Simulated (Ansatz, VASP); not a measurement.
# One calculation of BeS, two programs

```
Be S
1.0
     0.00000    2.43423    2.43423
     2.43423    0.00000    2.43423
     2.43423    2.43423    0.00000
Be S
1 1
Direct
  0.00000 0.00000 0.00000
  0.25000 0.25000 0.25000
```

Alike in both runs: functional r2SCAN; k mesh 15 × 15 × 15; occupations tetrahedron; no spin polarisation.

Ansatz relaxed the structure, and its values are those at the end. VASP's run is a single point on that final structure, the one shown.

|  | VASP | Ansatz |
| --- | --- | --- |
| version | VASP 6.6.1 | Ansatz 0.2.0 |
| potentials or method | VASP PAW PBE potentials, release 64 (Be, S) | PAW with Ansatz's default frozen-core files, scalar-relativistic |
| plane-wave cutoff (eV) | 520 | 500 |
| valence electrons in the cell | 8 | 8 |

```csv
,VASP,Ansatz,Ansatz less VASP
gap on the k mesh at the Fermi level (eV),3.63,3.62,-0.009
pressure (GPa),0.3,0.0,-0.27
```

VASP's potentials were made for PBE, not for r2SCAN. Ansatz's warnings: band table not solved further, forces under tetrahedra, tetrahedron derivatives may miss energy slope.
